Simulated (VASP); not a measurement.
# PrBi3H (Pm-3m) in VASP: notebook

PrBi3H is run at these levels: PBE; tasks: relaxation of cell and atoms, single point.

All numbers are computed with VASP 6.6.1; they aren't measurements. Logs are shortened: lines on timing, memory, paths and dates and some standing lists are left out, and cuts for length are marked.

**1. The cell of the first run**

Symmetry: Pm-3m, No. 221, cubic system. The conventional cell has a = 5.116 Å, b = 5.116 Å, c = 5.116 Å, α = 90.00°, β = 90.00°, γ = 90.00°. Pr (site symmetry m-3m) has 12 Bi at 3.62 Å and 8 H at 4.43 Å within 4.8 Å. Within 3.4 Å of Bi (site symmetry 4/mmm) lie 2 H at 2.56 Å. Within 3.4 Å of H (site symmetry m-3m) lie 6 Bi at 2.56 Å.

The cell was built from a structure type or drawn by symmetry, and may not be a known phase.

**2. Relaxation of cell and atoms, PBE**

INCAR reads:

```
SYSTEM = PrBi3H
PREC     = Accurate       ! precision mode
ENCUT    = 500            ! plane-wave cutoff, eV
EDIFF    = 1E-7           ! SCF threshold, eV
ISMEAR   = 0              ! smearing method
SIGMA    = 0.1            ! smearing width, eV
LREAL    = .False.        ! projectors in reciprocal space
LASPH    = .True.         ! aspherical terms in the spheres
NELM     = 200            ! most SCF steps
ALGO     = Normal         ! electronic algorithm
ISIF     = 3              ! what is computed and relaxed
LWAVE    = .False.        ! write WAVECAR
LCHARG   = .False.        ! write CHGCAR
GGA      = PE             ! functional
IBRION   = 2              ! ionic algorithm
NSW      = 90             ! ionic steps
EDIFFG   = -0.04          ! ionic threshold
GGA_COMPAT= .False.      
NELMIN   = 4            
LMAXMIX  = 6              ! l up to which the mixer works
```

KPOINTS reads:

```
regular mesh
0
Gamma
  4 4 4
  0 0 0
```

POSCAR reads:

```
PrBi3H
1.0
    5.1158975100      0.0000000000      0.0000000000
    0.0000000000      5.1158975100      0.0000000000
    0.0000000000      0.0000000000      5.1158975100
Pr Bi H
1 3 1
Direct
    0.5000000000      0.5000000000      0.5000000000
    0.5000000000      0.0000000000      0.0000000000
    0.0000000000      0.5000000000      0.0000000000
    0.0000000000      0.0000000000      0.5000000000
    0.0000000000      0.0000000000      0.0000000000
```

Potentials or basis: VASP PAW PBE potentials, release 64 (Pr_3, Bi_d, H), 4f in core.

Started as:

```console
> cat potpaw_PBE.64/Pr_3/POTCAR potpaw_PBE.64/Bi_d/POTCAR potpaw_PBE.64/H/POTCAR > POTCAR
> mpirun -np 1 vasp_std > vasp.out
```

OUTCAR:

```text
SYSTEM = PrBi3H
   PREC = Accurate
   ENCUT = 500
   EDIFF = 1E-7
   ISMEAR = 0
   LREAL = .False.
   LASPH = .True.
   NELM = 200
   ISIF = 3
   GGA = PE
   IBRION = 2
   NSW = 90
   EDIFFG = -0.04
   NELMIN = 4

 ion  position               nearest neighbor table
   1  0.500  0.500  0.500-   2 3.62   3 3.62   4 3.62   2 3.62   3 3.62   2 3.62   4 3.62   2 3.62
                             3 3.62   4 3.62   3 3.62   4 3.62
   2  0.500  0.000  0.000-   1 3.62   3 3.62   4 3.62   1 3.62   4 3.62   1 3.62   3 3.62   1 3.62
                             3 3.62   4 3.62   4 3.62   3 3.62
   3  0.000  0.500  0.000-   1 3.62   2 3.62   4 3.62   1 3.62   4 3.62   2 3.62   4 3.62   4 3.62
                             1 3.62   2 3.62   1 3.62   2 3.62
   4  0.000  0.000  0.500-   1 3.62   2 3.62   3 3.62   2 3.62   3 3.62   1 3.62   3 3.62   3 3.62
                             1 3.62   2 3.62   2 3.62   1 3.62
   5  0.000  0.000  0.000-

  LATTYP: Found a simple cubic cell.
 ALAT       =     5.1158975100

  Lattice vectors:

 A1 = (   5.1158975100,   0.0000000000,   0.0000000000)
 A2 = (   0.0000000000,   5.1158975100,   0.0000000000)
 A3 = (   0.0000000000,   0.0000000000,   5.1158975100)

Analysis of symmetry for initial positions (statically):
=====================================================================
 Subroutine PRICEL returns:
 Original cell was already a primitive cell.

 Routine SETGRP: Setting up the symmetry group for a
 simple cubic supercell.

 Subroutine GETGRP returns: Found 48 space group operations
 (whereof 48 operations were pure point group operations)
 out of a pool of 48 trial point group operations.

The static configuration has the point symmetry O_h .

Analysis of symmetry for dynamics (positions and initial velocities):
=====================================================================
 Subroutine PRICEL returns:
 Original cell was already a primitive cell.

 Routine SETGRP: Setting up the symmetry group for a
 simple cubic supercell.

 Subroutine GETGRP returns: Found 48 space group operations
 (whereof 48 operations were pure point group operations)
 out of a pool of 48 trial point group operations.

The dynamic configuration has the point symmetry O_h .

 Subroutine INISYM returns: Found 48 space group operations
 (whereof 48 operations are pure point group operations),
 and found     1 'primitive' translations

----------------------------------------------------------------------------------------

                                     Primitive cell

  volume of cell :     133.8954

  direct lattice vectors                    reciprocal lattice vectors
     5.115897510  0.000000000  0.000000000     0.195469123  0.000000000  0.000000000
     0.000000000  5.115897510  0.000000000     0.000000000  0.195469123  0.000000000
     0.000000000  0.000000000  5.115897510     0.000000000  0.000000000  0.195469123

  length of vectors
     5.115897510  5.115897510  5.115897510     0.195469123  0.195469123  0.195469123

  position of ions in fractional coordinates (direct lattice)
     0.500000000  0.500000000  0.500000000
     0.500000000  0.000000000  0.000000000
     0.000000000  0.500000000  0.000000000
     0.000000000  0.000000000  0.500000000
     0.000000000  0.000000000  0.000000000

  ion indices of the primitive-cell ions
   primitive index   ion index
                 1           1
                 2           2
                 3           3
                 4           4
                 5           5

----------------------------------------------------------------------------------------

 KPOINTS: regular mesh

Automatic generation of k-mesh.
 Grid dimensions read from file:
 generate k-points for:    4    4    4

 Generating k-lattice:

  Cartesian coordinates                     Fractional coordinates (reciprocal lattice)
     0.048867281  0.000000000  0.000000000     0.250000000  0.000000000  0.000000000
     0.000000000  0.048867281  0.000000000     0.000000000  0.250000000  0.000000000
     0.000000000  0.000000000  0.048867281     0.000000000  0.000000000  0.250000000

  Length of vectors
     0.048867281  0.048867281  0.048867281

  Shift w.r.t. Gamma in fractional coordinates (k-lattice)
     0.000000000  0.000000000  0.000000000

 Subroutine IBZKPT returns following result:
 ===========================================

 Found     10 irreducible k-points:

 Following reciprocal coordinates:
            Coordinates               Weight
  0.000000  0.000000  0.000000      1.000000
  0.250000  0.000000  0.000000      6.000000
  0.500000  0.000000  0.000000      3.000000
  0.250000  0.250000  0.000000     12.000000
  0.500000  0.250000  0.000000     12.000000
  0.500000  0.500000  0.000000      3.000000
  0.250000  0.250000  0.250000      8.000000
  0.500000  0.250000  0.250000     12.000000
  0.500000  0.500000  0.250000      6.000000
  0.500000  0.500000  0.500000      1.000000
   k-points           NKPTS =     10   k-points in BZ     NKDIM =     10   number of bands    NBANDS=     34
   number of dos      NEDOS =    301   number of ions     NIONS =      5
   total plane-waves  NPLWV =  64000
   dimension x,y,z NGX =    40 NGY =   40 NGZ =   40
   dimension x,y,z NGXF=    80 NGYF=   80 NGZF=   80
   ions per type =               1   3   1
   NGX,Y,Z   is equivalent  to a cutoff of  13.00, 13.00, 13.00 a.u.
   NGXF,Y,Z  is equivalent  to a cutoff of  26.00, 26.00, 26.00 a.u.
 SYSTEM =  PrBi3H
   PREC   = accura    normal or accurate (medium, high low for compatibility)
   ISTART =      0    job   : 0-new  1-cont  2-samecut
   ICHARG =      2    charge: 1-file 2-atom 10-const
   ISPIN  =      1    spin polarized calculation?
   LNONCOLLINEAR =      F non collinear calculations
   LSORBIT =      F    spin-orbit coupling
   LASPH  =      T    aspherical Exc in radial PAW
   ENCUT  =  500.0 eV  36.75 Ry    6.06 a.u.   9.33  9.33  9.33*2*pi/ulx,y,z
   NELM   =    200;   NELMIN=  4; NELMDL= -5     # of ELM steps
   EDIFF  = 0.1E-06   stopping-criterion for ELM
   LREAL  =      F    real-space projection
   EDIFFG = -.4E-01   stopping-criterion for IOM
   NSW    =     90    number of steps for IOM
   IBRION =      2    ionic relax: 0-MD 1-quasi-New 2-CG
   NFREE  =      1    steps in history (QN), initial steepest desc. (CG)
   ISIF   =      3    stress and relaxation
   ISYM   =      2    0-nonsym 1-usesym 2-fastsym
   POTIM  = 0.5000    time-step for ionic-motion
   TEBEG  =    0.0;   TEEND  =   0.0 temperature during run
   PSTRESS=    0.0 pullay stress
   NELECT =      57.0000    total number of electrons
   NUPDOWN=      -1.0000    fix difference up-down
   EMIN   =  10.00;   EMAX   =-10.00  energy-range for DOS
   EFERMI =   0.00;   METHOD = LEGACY
   ISMEAR =     0;   SIGMA  =   0.10  broadening in eV -4-tet -1-fermi 0-gaus
   EFERMI_NEDOS =   21; number of points for ismear=-14 and -15
   IALGO  =     38    algorithm
   IMIX   =      4    mixing-type and parameters
     AMIX     =   0.40;   BMIX     =  1.00
     AMIX_MAG =   1.60;   BMIX_MAG =  1.00
  volume/ion in A,a.u.               =      26.78       180.71
  Fermi-wavevector in a.u.,A,eV,Ry     =   1.231529  2.327252 20.635459  1.516663
  Thomas-Fermi vector in A             =   2.366335
   LORBIT       =      0    0 simple, 1 ext, 2 COOP (PROOUT), +10 PAW based schemes
   GGA     = PE    functional components
   LHFCALC =     F    Hartree Fock is set to
   AEXX    =    0.0000 exact exchange contribution
   IVDW    =     0    specifies the selected vdW correction
   LEPSILON=     F    determine dielectric tensor
   LRPA    =     F    only Hartree local field effects (RPA)
 conjugate gradient relaxation of ions
 non-spin polarized calculation
 Gauss-broadening in eV      SIGMA  =   0.10
  energy-cutoff  :      500.00
  volume of cell :      133.90
 maximum number of plane-waves:      3448
 NGX is ok and might be reduce to    40

--------------------------------------- Ionic step        1  -------------------------------------------

 number of electron      56.9999998 magnetization

 Free energy of the ion-electron system (eV)
  ---------------------------------------------------
  ext. energy  EPLUGINS =         0.00000000
  ---------------------------------------------------
  free energy    TOTEN  =       -20.36095073 eV

  energy without entropy =      -20.33768720  energy(sigma->0) =      -20.34931896

------------------------ aborting loop because EDIFF is reached ----------------------------------------

  FORCE on cell =-STRESS in cart. coord.  units (eV):
  Direction    XX          YY          ZZ          XY          YZ          ZX
  --------------------------------------------------------------------------------------
  -------------------------------------------------------------------------------------
  Total       -1.8380883     -1.8380883     -1.8380883      0.0000000     -0.0000000      0.0000000
  in kB      -21.9943659    -21.9943659    -21.9943659      0.0000000     -0.0000000      0.0000000
  external PRESSURE =     -21.9943659 kB  Pullay stress =       0.0000000 kB
[... 63 lines left out ...]
  energy  without entropy=      -20.3767963473  energy(sigma->0) =      -20.38805490

--------------------------------------- Ionic step        3  -------------------------------------------

 number of electron      57.0000035 magnetization

 Free energy of the ion-electron system (eV)
  ---------------------------------------------------
  ext. energy  EPLUGINS =         0.00000000
  ---------------------------------------------------
  free energy    TOTEN  =       -20.40163826 eV

  energy without entropy =      -20.37888077  energy(sigma->0) =      -20.39025952

 E-fermi :   7.5352     XC(G=0): -10.2599

 val. band max:        7.2849330474   @ k =   0.0000   0.0000   0.0000
 cond. band min:       7.5412129869   @ k =   0.5000   0.2500   0.0000
 fundamental gap:      0.2562799396
 Fermi energy:         7.5351624495

 k-point     1 :       0.0000    0.0000    0.0000
  band No.  band energies     occupation
      1     -29.9790      2.00000
      2     -15.9152      2.00000
      3     -15.8743      2.00000
      4     -15.8743      2.00000
      5     -15.8743      2.00000
      6     -15.7865      2.00000
[... 391 lines left out ...]
  FREE ENERGIE OF THE ION-ELECTRON SYSTEM (eV)
  ---------------------------------------------------
  free  energy   TOTEN  =       -20.4016382602 eV

  energy  without entropy=      -20.3788807714  energy(sigma->0) =      -20.39025952

 reached required accuracy - stopping structural energy minimisation
```

Wall time 2.4 min (1 thread of AMD EPYC 7R43 (Zen 3), shared host); peak memory 0.24 GiB.

What came out:

```yaml
Free_energy: -20.4016 eV
Relaxed_volume: 25.64 Å³/atom
Relaxed_cell: a = 5.042 Å, b = 5.042 Å, c = 5.042 Å, α = 90.00°, β = 90.00°, γ = 90.00°
Space_group_after_relaxing_to_0.1_Å: Pm-3m (No. 221)
Energy_gained_by_relaxing: 8.1 meV/atom
Ionic_steps: 3
Pressure_after_relaxing: 0.0 GPa
Band_gap_on_the_k_mesh: zero (an odd number of electrons rules out a gap without spin polarisation)
```

The path:
```tsv
step	energy change (eV)	largest force (eV/Å)	pressure (GPa)	volume (Å³)
1	0.0000	0.0000	-2.20	133.90
2	-0.0384	0.0000	0.58	126.90
3	-0.0407	0.0000	0.00	128.19
```

Final structure:
```cif
data_structure
_symmetry_space_group_name_H-M 'P 1'
_symmetry_Int_Tables_number 1
_cell_length_a 5.0422
_cell_length_b 5.0422
_cell_length_c 5.0422
_cell_angle_alpha 90.000
_cell_angle_beta 90.000
_cell_angle_gamma 90.000
_cell_volume 128.19
loop_
_atom_site_label
_atom_site_type_symbol
_atom_site_fract_x
_atom_site_fract_y
_atom_site_fract_z
_atom_site_occupancy
Pr1 Pr 0.50000 0.50000 0.50000 1
Bi1 Bi 0.50000 0.00000 0.00000 1
Bi2 Bi 0.00000 0.50000 0.00000 1
Bi3 Bi 0.00000 0.00000 0.50000 1
H1 H 0.00000 0.00000 0.00000 1
```

Caveat: spin-orbit coupling is left out, which moves the levels of the heavy elements; the 4f electrons are frozen in the core, so they carry no moment and show no levels. Spin polarisation is off, so any magnetic state and its effect on volume and gap are missing.

**3. Single point, PBE**

This run uses another cell than the first one: it holds 10 atoms, not 5.

INCAR reads:

```
PREC     = Accurate       # precision mode
ENCUT    = 500            # plane-wave cutoff, eV
EDIFF    = 1E-6           # SCF threshold, eV
ISMEAR   = 0              # smearing method
SIGMA    = 0.2            # smearing width, eV
LREAL    = False          # projectors in reciprocal space
LASPH    = True           # aspherical terms in the spheres
NELM     = 200            # most SCF steps
ALGO     = Normal         # electronic algorithm
ISIF     = 2              # what is computed and relaxed
LWAVE    = False          # write WAVECAR
LCHARG   = True           # write CHGCAR
GGA      = PE             # functional
LELF     = True           # ELF
LVHAR    = True         
NBANDS   = 68             # bands
GGA_COMPAT= False        
LMAXMIX  = 6              # l up to which the mixer works
```

KPOINTS reads:

```
Automatic mesh
0
Gamma
  4 4 2
```

POSCAR reads:

```
PrBi3H
1.0
   -5.0420378060      0.0000000000      0.0000000000
    0.0000000000      0.0000000000     -5.0420378060
    0.0000000000    -10.0840756120      0.0000000000
Pr Bi H
2 6 2
Direct
    0.5000000000      0.5000000000      0.7500000000
    0.5000000000      0.5000000000      0.2500000000
    0.5000000000      0.0000000000      0.5000000000
    0.5000000000      1.0000000000      1.0000000000
    1.0000000000      0.0000000000      0.7500000000
    1.0000000000      0.0000000000      0.2500000000
    1.0000000000      0.5000000000      0.5000000000
    1.0000000000      0.5000000000      0.0000000000
    1.0000000000      1.0000000000      1.0000000000
    0.0000000000      1.0000000000      0.5000000000
```

Potentials or basis: VASP PAW PBE potentials, release 64 (Pr_3, Bi_d, H), 4f in core.

Started as:

```console
> cat potpaw_PBE.64/Pr_3/POTCAR potpaw_PBE.64/Bi_d/POTCAR potpaw_PBE.64/H/POTCAR > POTCAR
> mpirun -np 1 vasp_std > vasp.out
```

Run time: 6.1 min. Hardware: 1 thread of AMD EPYC 7R43 (Zen 3), shared host; peak memory 0.4 GiB.

The run converged. Its results:

- Free energy: -40.8497 eV
- Pressure: 0.0 GPa
- Band gap on the k mesh: zero (bands 57 and 58 overlap by 2.32 eV)

Levels at points of the mesh, in eV from the Fermi level:
```csv
k point,band 55,band 56,band 57,band 58,band 59,band 60
"(0.00, 0.00, 0.00)",-1.56,-0.20,-0.20,-0.20,0.27,0.27
"(0.50, 0.00, 0.00)",-1.56,-1.56,-1.53,-1.53,0.52,0.52
"(0.50, 0.50, 0.00)",-1.53,0.72,0.79,0.83,1.14,1.66
"(0.00, 0.00, 0.50)",-1.20,-1.20,-1.20,-1.20,0.34,0.34
"(0.50, 0.00, 0.50)",-2.18,-2.18,-0.54,-0.54,0.05,0.05
"(0.50, 0.50, 0.50)",0.12,0.12,0.15,0.15,1.06,1.06
```

Caveat: spin-orbit coupling is left out, which moves the levels of the heavy elements; the 4f electrons are frozen in the core, so they carry no moment and show no levels. Spin polarisation is off, so any magnetic state and its effect on volume and gap are missing.

**4. Relaxation of cell and atoms, PBE**

This run uses another cell than the first one, of 25.72 Å³/atom.

INCAR reads:

```
PREC = Accurate
ENCUT = 500
EDIFF = 1E-7
ISMEAR = 0
SIGMA = 0.1
LREAL = F
LASPH = T
NELM = 200
ALGO = Normal
ISIF = 3
LWAVE = F
LCHARG = F
GGA = PE
IBRION = 2
NSW = 100
EDIFFG = -0.01
GGA_COMPAT = F
NELMIN = 4
LMAXMIX = 6
```

KPOINTS reads:

```
regular mesh
0
Gamma
  8 8 8
```

POSCAR reads:

```
PrBi3H
1.0
    5.0473825532      0.0000000000      0.0000000000
    0.0000000000      5.0473825532      0.0000000000
    0.0000000000      0.0000000000      5.0473825532
Pr Bi H
1 3 1
Direct
    0.5000000000      0.5000000000      0.5000000000
    0.5000000000      0.0000000000      0.0000000000
    0.0000000000      0.5000000000      0.0000000000
    0.0000000000      0.0000000000      0.5000000000
    0.0000000000      0.0000000000      0.0000000000
```

Started as:

```console
> cat potpaw_PBE.64/Pr_3/POTCAR potpaw_PBE.64/Bi_d/POTCAR potpaw_PBE.64/H/POTCAR > POTCAR
> mpirun -np 1 vasp_std > vasp.out
```

Wall time 5.9 min (1 thread of AMD EPYC 7R43 (Zen 3), shared host); peak memory 0.3 GiB.

Results (log left out):

| Property | Result |
| --- | --- |
| Free energy | -20.4347 eV |
| Relaxed volume | 25.61 Å³/atom |
| Relaxed cell | a = 5.041 Å, b = 5.041 Å, c = 5.041 Å, α = 90.00°, β = 90.00°, γ = 90.00° |
| Space group after relaxing (to 0.1 Å) | Pm-3m (No. 221) |
| Energy gained by relaxing | 0.1 meV/atom |
| Ionic steps | 3 |
| Pressure after relaxing | 0.0 GPa |
| Band gap on the k mesh | zero (an odd number of electrons rules out a gap without spin polarisation) |

Step by step:
```csv
step,energy change (eV),largest force (eV/Å),pressure (GPa),volume (Å³)
1,0.0000,0.0000,-0.22,128.59
2,-0.0003,0.0000,0.07,127.93
3,-0.0004,0.0000,0.00,128.07
```

Final structure:
```
Pr Bi H
1.0
     5.04065    0.00000    0.00000
     0.00000    5.04065    0.00000
     0.00000    0.00000    5.04065
Pr Bi H
1 3 1
Direct
  0.50000 0.50000 0.50000
  0.50000 0.00000 0.00000
  0.00000 0.50000 0.00000
  0.00000 0.00000 0.50000
  0.00000 0.00000 0.00000
```

Levels at points of the mesh, in eV from the Fermi level:
| k point | band 27 | band 28 | band 29 | band 30 | band 31 | band 32 |
| --- | --- | --- | --- | --- | --- | --- |
| (0.00, 0.00, 0.00) | -0.03 | -0.03 | -0.03 | 0.41 | 0.41 | 0.79 |
| (0.50, 0.00, 0.00) | -2.37 | -1.39 | -1.39 | 0.70 | 0.70 | 0.91 |
| (0.50, 0.50, 0.00) | -1.70 | -1.36 | -1.36 | 0.87 | 0.99 | 1.28 |
| (0.50, 0.50, 0.50) | 0.95 | 1.80 | 1.80 | 1.80 | 1.84 | 1.84 |

Caveat: spin-orbit coupling is left out, which moves the levels of the heavy elements; the 4f electrons are frozen in the core, so they carry no moment and show no levels. Spin polarisation is off, so any magnetic state and its effect on volume and gap are missing.

**5. The runs side by side**

| task | cell | k mesh | smearing | gap on the mesh (eV) | pressure (GPa) | relaxed volume (Å³/atom) |
| --- | --- | --- | --- | --- | --- | --- |
| relaxation of cell and atoms | relaxed from a = 5.116 Å, 5 atoms, atomic positions A | 4 × 4 × 4 | gaussian 0.1 eV | none | 0.0 | 25.64 |
| single point | a = 5.042, b = 5.042, c = 10.084 Å, 10 atoms, atomic positions B | 4 × 4 × 2 | gaussian 0.2 eV | none | 0.0 | - |
| relaxation of cell and atoms | relaxed from a = 5.047 Å, 5 atoms, atomic positions A | 8 × 8 × 8 | gaussian 0.1 eV | none | 0.0 | 25.61 |

Alike in all rows: level PBE; potentials or basis VASP PAW PBE potentials, release 64 (Pr_3, Bi_d, H), 4f in core; no spin polarisation; cutoff (eV) 500.

Caveats: spin-orbit coupling is left out, which moves the levels of the heavy elements; the 4f electrons are frozen in the core, so they carry no moment and show no levels.

Total energies depend on the potentials used, so only differences within one code and one set of settings carry meaning.
